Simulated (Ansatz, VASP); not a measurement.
## One calculation of AlP, two programs

The input INCAR:

```
PREC = Accurate ; ENCUT = 500
EDIFF = 1E-6 ; ISMEAR = 0
SIGMA = 0.01 ; LREAL = F
LASPH = T ; NELM = 120
ALGO = Normal ; ISIF = 2
LWAVE = F ; LCHARG = F
GGA = PS ; NBANDS = 11
GGA_COMPAT = F
```

The input KPOINTS:

```
Automatic mesh
0
Gamma
  8 8 8
```

Contents of POSCAR:

```
AlP
1.0
    0.0000000000      2.7351565883      2.7351565883
    2.7351565883      0.0000000000      2.7351565883
    2.7351565883      2.7351565883      0.0000000000
Al P
1 1
Direct
    0.0000000000      0.0000000000      0.0000000000
    0.2500000000      0.2500000000      0.2500000000
```

Input for Ansatz:

```yaml
crystal:
  lattice:
    - [0.0, 2.7351565883, 2.7351565883]
    - [2.7351565883, 0.0, 2.7351565883]
    - [2.7351565883, 2.7351565883, 0.0]
  atoms:
    - { symbol: Al, position: [0.0, 0.0, 0.0] }
    - { symbol: P, position: [0.25, 0.25, 0.25] }
basis:
  ecutwfc: 420
kpoints:
  mp_grid: { grid: [8, 8, 8] }
  band_path:
    path:
      - [0.0, 0.0, 0.0]
      - [0.0, 0.0, 0.0]
      - [0.5, 0.5, 0.0]
      - [0.5, 0.5, 0.5]
      - [0.0052237643, 0.0052237643, 0.0]
      - [-0.0052237643, -0.0052237643, 0.0]
      - [0.0060318834, 0.0060318834, 0.0060318834]
      - [-0.0060318834, -0.0060318834, -0.0060318834]
      - [0.0052237643, 0.0052237643, 0.0]
      - [-0.0052237643, -0.0052237643, 0.0]
      - [0.5052237643, 0.5052237643, 0.0]
      - [0.4947762357, 0.4947762357, 0.0]
      - [0.5, 0.5052237643, 0.0052237643]
      - [0.5, 0.4947762357, -0.0052237643]
      - [0.5060318834, 0.5060318834, 0.5060318834]
      - [0.4939681166, 0.4939681166, 0.4939681166]
      - [0.4963062408, 0.5036937592, 0.5]
      - [0.5036937592, 0.4963062408, 0.5]
    npoints: 1
hamiltonian:
  xc: pbesol
  pseudopotentials: { kind: paw, azcp: { folder: soft_1 } }
scf:
  occupations: { method: fixed }
  n_extra_bands: 5
output:
  forces: true
  stress: true
  eigenvalues: true
```

Alike in both runs: task single point; functional PBEsol; k mesh 8 × 8 × 8; no spin polarisation.

```csv
,VASP,Ansatz
version,VASP 6.6.1,Ansatz 0.2.0
potentials or method,"VASP PAW PBE potentials, release 64 (Al, P), cutoff 500 eV","scalar-relativistic, plane waves, PAW"
occupations,"gaussian, width 0.01 eV",fixed
valence electrons in the cell,8,8
```

VASP gave:

| Quantity | Value |
| --- | --- |
| gap on the k mesh at the Fermi level (eV) | 1.45 |
| least direct gap on the mesh (eV) | 3.16 |
| pressure (GPa) | 0.0 |

Task: Estimate Ansatz's values.

Result: gap on the k mesh at the Fermi level (eV): 1.45; least direct gap on the mesh (eV): 3.15; pressure (GPa): 0.0.

VASP's potentials were made for PBE, not for PBEsol, and Ansatz warns of the same on its side.
